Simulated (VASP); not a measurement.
# CuO (F-43m) in VASP: a series of runs, part 3 of 3

VASP 6.6.1. Earlier steps stand in the parts before.

### 5 Single point, LDA

This run uses another cell than the first one, of 12.60 Å³/atom, 0.980 times its volume.

Contents of INCAR:

```
SYSTEM = CuO
PREC = Accurate
ENCUT = 520
EDIFF = 1E-6
ISMEAR = -1
SIGMA = 0.05
LREAL = .False.
LASPH = .True.
NELM = 60
ALGO = Normal
ISIF = 2
LWAVE = .False.
LCHARG = .True.
GGA = CA
LELF = .True.
LVHAR = .True.
NBANDS = 16
```

Contents of KPOINTS:

```
regular mesh
0
Gamma
  6 6 6
  0 0 0
```

Contents of POSCAR:

```
CuO
1.0
    0.0000000000      2.3272527300      2.3272527300
    2.3272527300      0.0000000000      2.3272527300
    2.3272527300      2.3272527300      0.0000000000
Cu O
1 1
Direct
    0.0000000000      0.0000000000      0.0000000000
    0.2500000000      0.2500000000      0.2500000000
```

Potentials or basis: VASP PAW LDA potentials, release 64 (Cu, O).

Started as:

```bash
cat potpaw_LDA.64/Cu/POTCAR potpaw_LDA.64/O/POTCAR > POTCAR
mpirun -np 1 vasp_std > vasp.out
```

OUTCAR:

```text
SYSTEM = CuO
   PREC = Accurate
   ENCUT = 520
   EDIFF = 1E-6
   ISMEAR = -1
   LREAL = .False.
   LASPH = .True.
   NELM = 60
   ISIF = 2
   GGA = CA

 ion  position               nearest neighbor table
   1  0.000  0.000  0.000-   2 2.02   2 2.02   2 2.02   2 2.02
   2  0.250  0.250  0.250-   1 2.02   1 2.02   1 2.02   1 2.02

  LATTYP: Found a face centered cubic cell.
 ALAT       =     4.6545054600

  Lattice vectors:

 A1 = (   0.0000000000,   2.3272527300,   2.3272527300)
 A2 = (   2.3272527300,   0.0000000000,   2.3272527300)
 A3 = (   2.3272527300,   2.3272527300,   0.0000000000)

Analysis of symmetry for initial positions (statically):
=====================================================================
 Subroutine PRICEL returns:
 Original cell was already a primitive cell.

 Routine SETGRP: Setting up the symmetry group for a
 face centered cubic supercell.

 Subroutine GETGRP returns: Found 24 space group operations
 (whereof 24 operations were pure point group operations)
 out of a pool of 48 trial point group operations.

The static configuration has the point symmetry T_d .

Analysis of symmetry for dynamics (positions and initial velocities):
=====================================================================
 Subroutine PRICEL returns:
 Original cell was already a primitive cell.

 Routine SETGRP: Setting up the symmetry group for a
 face centered cubic supercell.

 Subroutine GETGRP returns: Found 24 space group operations
 (whereof 24 operations were pure point group operations)
 out of a pool of 48 trial point group operations.

The dynamic configuration has the point symmetry T_d .

 Subroutine INISYM returns: Found 24 space group operations
 (whereof 24 operations are pure point group operations),
 and found     1 'primitive' translations

----------------------------------------------------------------------------------------

                                     Primitive cell

  volume of cell :      25.2093

  direct lattice vectors                    reciprocal lattice vectors
     0.000000000  2.327252730  2.327252730    -0.214845596  0.214845596  0.214845596
     2.327252730  0.000000000  2.327252730     0.214845596 -0.214845596  0.214845596
     2.327252730  2.327252730  0.000000000     0.214845596  0.214845596 -0.214845596

  length of vectors
     3.291232374  3.291232374  3.291232374     0.372123488  0.372123488  0.372123488

  position of ions in fractional coordinates (direct lattice)
     0.000000000  0.000000000  0.000000000
     0.250000000  0.250000000  0.250000000

  ion indices of the primitive-cell ions
   primitive index   ion index
                 1           1
                 2           2

----------------------------------------------------------------------------------------

 KPOINTS: regular mesh

Automatic generation of k-mesh.
 Grid dimensions read from file:
 generate k-points for:    6    6    6

 Generating k-lattice:

  Cartesian coordinates                     Fractional coordinates (reciprocal lattice)
    -0.035807599  0.035807599  0.035807599     0.166666667  0.000000000  0.000000000
     0.035807599 -0.035807599  0.035807599     0.000000000  0.166666667  0.000000000
     0.035807599  0.035807599 -0.035807599     0.000000000  0.000000000  0.166666667

  Length of vectors
     0.062020581  0.062020581  0.062020581

  Shift w.r.t. Gamma in fractional coordinates (k-lattice)
     0.000000000  0.000000000  0.000000000

 Subroutine IBZKPT returns following result:
 ===========================================

 Found     16 irreducible k-points:

 Following reciprocal coordinates:
            Coordinates               Weight
  0.000000  0.000000  0.000000      1.000000
  0.166667  0.000000  0.000000      8.000000
  0.333333  0.000000  0.000000      8.000000
  0.500000  0.000000  0.000000      4.000000
  0.166667  0.166667  0.000000      6.000000
  0.333333  0.166667  0.000000     24.000000
[... 8 lines left out ...]
 -0.333333  0.333333  0.166667     24.000000
 -0.333333  0.500000  0.166667     12.000000
   k-points           NKPTS =     16   k-points in BZ     NKDIM =     16   number of bands    NBANDS=     16
   number of dos      NEDOS =    301   number of ions     NIONS =      2
   total plane-waves  NPLWV =  13824
   dimension x,y,z NGX =    24 NGY =   24 NGZ =   24
   dimension x,y,z NGXF=    48 NGYF=   48 NGZF=   48
   ions per type =               1   1
   NGX,Y,Z   is equivalent  to a cutoff of  12.12, 12.12, 12.12 a.u.
   NGXF,Y,Z  is equivalent  to a cutoff of  24.25, 24.25, 24.25 a.u.
 SYSTEM =  CuO
   PREC   = accura    normal or accurate (medium, high low for compatibility)
   ISTART =      0    job   : 0-new  1-cont  2-samecut
   ICHARG =      2    charge: 1-file 2-atom 10-const
   ISPIN  =      1    spin polarized calculation?
   LNONCOLLINEAR =      F non collinear calculations
   LSORBIT =      F    spin-orbit coupling
   LASPH  =      T    aspherical Exc in radial PAW
   ENCUT  =  520.0 eV  38.22 Ry    6.18 a.u.   6.12  6.12  6.12*2*pi/ulx,y,z
   NELM   =     60;   NELMIN=  2; NELMDL= -5     # of ELM steps
   EDIFF  = 0.1E-05   stopping-criterion for ELM
   LREAL  =      F    real-space projection
   EDIFFG = 0.1E-04   stopping-criterion for IOM
   NSW    =      0    number of steps for IOM
   IBRION =     -1    ionic relax: 0-MD 1-quasi-New 2-CG
   NFREE  =      0    steps in history (QN), initial steepest desc. (CG)
   ISIF   =      2    stress and relaxation
   ISYM   =      2    0-nonsym 1-usesym 2-fastsym
   POTIM  = 0.5000    time-step for ionic-motion
   TEBEG  =    0.0;   TEEND  =   0.0 temperature during run
   PSTRESS=    0.0 pullay stress
   NELECT =      17.0000    total number of electrons
   NUPDOWN=      -1.0000    fix difference up-down
   EMIN   =  10.00;   EMAX   =-10.00  energy-range for DOS
   EFERMI =   0.00;   METHOD = LEGACY
   ISMEAR =    -1;   SIGMA  =   0.05  broadening in eV -4-tet -1-fermi 0-gaus
   EFERMI_NEDOS =   21; number of points for ismear=-14 and -15
   IALGO  =     38    algorithm
   IMIX   =      4    mixing-type and parameters
     AMIX     =   0.40;   BMIX     =  1.00
     AMIX_MAG =   1.60;   BMIX_MAG =  1.00
  volume/ion in A,a.u.               =      12.60        85.06
  Fermi-wavevector in a.u.,A,eV,Ry     =   1.435614  2.712916 28.041426  2.060987
  Thomas-Fermi vector in A             =   2.554893
   LORBIT       =      0    0 simple, 1 ext, 2 COOP (PROOUT), +10 PAW based schemes
   GGA     = CA    functional components
   LHFCALC =     F    Hartree Fock is set to
   AEXX    =    0.0000 exact exchange contribution
   IVDW    =     0    specifies the selected vdW correction
   LEPSILON=     F    determine dielectric tensor
   LRPA    =     F    only Hartree local field effects (RPA)
 non-spin polarized calculation
  energy-cutoff  :      520.00
  volume of cell :       25.21
 maximum number of plane-waves:       700
   NGX = 13   NGY = 13   NGZ = 13

 number of electron      16.9999985 magnetization

 Free energy of the ion-electron system (eV)
  ---------------------------------------------------
  ext. energy  EPLUGINS =         0.00000000
  ---------------------------------------------------
  free energy    TOTEN  =       -11.05751660 eV

  energy without entropy =      -11.02991050  energy(sigma->0) =      -11.04371355

 E-fermi :   2.6909     XC(G=0): -11.1307

 val. band max:        2.6900202463   @ k =   0.5000   0.0000   0.0000
 cond. band min:       2.7276147614   @ k =   0.3333   0.1667   0.0000
 fundamental gap:      0.0375945152
 Fermi energy:         2.6909246412

 k-point     1 :       0.0000    0.0000    0.0000
  band No.  band energies     occupation
      1     -15.2354      2.00000
      2      -1.6819      2.00000
      3      -1.6819      2.00000
      4      -1.6819      2.00000
      5       0.8462      2.00000
      6       0.8462      2.00000
[... 8 lines left out ...]
     15      22.9251      0.00000
     16      22.9251      0.00000
[... 267 lines left out ...]
 k-point    16 :      -0.3333    0.5000    0.1667
  band No.  band energies     occupation
      1     -14.4850      2.00000
      2      -2.3877      2.00000
      3      -1.4549      2.00000
      4      -1.0212      2.00000
      5       0.6748      2.00000
      6       0.8343      2.00000
[... 8 lines left out ...]
     15      24.9649      0.00000
     16      25.4323      0.00000

------------------------ aborting loop because EDIFF is reached ----------------------------------------

  FORCE on cell =-STRESS in cart. coord.  units (eV):
  Direction    XX          YY          ZZ          XY          YZ          ZX
  --------------------------------------------------------------------------------------
  -------------------------------------------------------------------------------------
  Total       -3.1571880     -3.1571880     -3.1571880      0.0000000     -0.0000000      0.0000000
  in kB     -200.6551854   -200.6551854   -200.6551854      0.0000000     -0.0000000      0.0000000
  external PRESSURE =    -200.6551854 kB  Pullay stress =       0.0000000 kB

 VOLUME and BASIS-vectors are now :
 -----------------------------------------------------------------------------
  energy-cutoff  :      520.00
  volume of cell :       25.21
      direct lattice vectors                 reciprocal lattice vectors
     0.000000000  2.327252730  2.327252730    -0.214845596  0.214845596  0.214845596
     2.327252730  0.000000000  2.327252730     0.214845596 -0.214845596  0.214845596
     2.327252730  2.327252730  0.000000000     0.214845596  0.214845596 -0.214845596

 POSITION                                       TOTAL-FORCE (eV/Angst)
 -----------------------------------------------------------------------------------
      0.00000      0.00000      0.00000         0.000000      0.000000      0.000000
      1.16363      1.16363      1.16363        -0.000000     -0.000000     -0.000000
 -----------------------------------------------------------------------------------
    total drift:                                0.000001      0.000001      0.000000

  FREE ENERGIE OF THE ION-ELECTRON SYSTEM (eV)
  ---------------------------------------------------
  free  energy   TOTEN  =       -11.0575165955 eV

  energy  without entropy=      -11.0299104955  energy(sigma->0) =      -11.04371355
```

Wall time 6.9 s (1 thread of Intel Xeon 6975P-C, shared host); peak memory 0.12 GiB.

Results:

```yaml
Free_energy: -11.0575 eV
Pressure: -20.1 GPa
```

Caveat: the k points lie up to 0.39 Å⁻¹ apart; an odd number of electrons without spin polarisation forces a metal; a magnetic or distorted state may lie lower; semilocal functionals often make such compounds metallic where correlation or magnetic order opens a gap, which also shifts bond lengths. With open d or f shells a metallic result of LDA can be an artefact of self-interaction; +U or a hybrid may open a gap.

### 6 Single point, PBE

This run uses another cell than the first one, of 12.60 Å³/atom, 0.980 times its volume.

Contents of INCAR:

```
PREC = Accurate
ENCUT = 520
EDIFF = 1E-6
ISMEAR = -1
SIGMA = 0.05
LREAL = F
LASPH = T
NELM = 80
ALGO = Normal
ISIF = 2
LWAVE = F
LCHARG = F
GGA = PE
NBANDS = 16
```

Contents of KPOINTS:

```
regular mesh
0
Gamma
  6 6 6
```

POSCAR is that of step 5.

Potentials or basis: VASP PAW PBE potentials, release 64 (Cu, O).

Started as:

```bash
cat potpaw_PBE.64/Cu/POTCAR potpaw_PBE.64/O/POTCAR > POTCAR
mpirun -np 1 vasp_std > vasp.out
```

Wall time 8.8 s (1 thread of Intel Xeon 6975P-C, shared host); peak memory 0.14 GiB.

It converged, with:

```
Free energy : -9.5006 eV
Pressure    : -9.0 GPa
```

Levels at points of the mesh, in eV from the Fermi level:
```csv
k point,band 6,band 7,band 8,band 9,band 10,band 11,band 12,band 13
"(0.00, 0.00, 0.00)",-1.84,0.72,0.72,0.72,0.90,13.86,13.86,13.86
"(0.50, 0.00, 0.00)",-1.74,-1.66,0.00,0.00,5.83,7.64,13.52,13.52
"(0.50, 0.50, 0.00)",-1.64,-1.28,-1.01,-1.01,5.79,9.22,11.37,14.13
```

Caveat: the k points lie up to 0.39 Å⁻¹ apart; an odd number of electrons without spin polarisation forces a metal; a magnetic or distorted state may lie lower; semilocal functionals often make such compounds metallic where correlation or magnetic order opens a gap, which also shifts bond lengths. With open d or f shells a metallic result of PBE can be an artefact of self-interaction; +U or a hybrid may open a gap.

### 7 Overview

| level | potentials or basis | cell | k mesh | gap on the mesh (eV) | pressure (GPa) |
| --- | --- | --- | --- | --- | --- |
| PBEsol | VASP PAW PBE potentials, release 64 (Cu, O) | a = 3.313 Å, angles 60.0°, 2 atoms | 10 × 10 × 10 | none | -16.7 |
| BLYP | VASP PAW PBE potentials, release 64 (Cu, O) | a = 3.291 Å, angles 60.0°, 2 atoms | 10 × 10 × 10 | none | -4.9 |
| BLYP | VASP PAW PBE potentials, release 64 (Cu, O) | a = 3.313 Å, angles 60.0°, 2 atoms | 10 × 10 × 10 | none | -6.6 |
| LDA | VASP PAW LDA potentials, release 64 (Cu, O) | a = 3.291 Å, angles 60.0°, 2 atoms | 6 × 6 × 6 | none | -20.1 |
| PBE | VASP PAW PBE potentials, release 64 (Cu, O) | a = 3.291 Å, angles 60.0°, 2 atoms | 6 × 6 × 6 | none | -9.0 |

Alike in all rows: task single point; no spin polarisation; cutoff (eV) 520; smearing fermi-dirac 0.05 eV.

Caveats: some runs use coarse meshes; an odd number of electrons without spin polarisation forces a metal; a magnetic or distorted state may lie lower; semilocal functionals often make such compounds metallic where correlation or magnetic order opens a gap, which also shifts bond lengths; the PAW data sets were made with another functional, which shifts forces and pressure a little (some runs).

Total energies depend on the potentials used, so only differences within one code and one set of settings carry meaning.
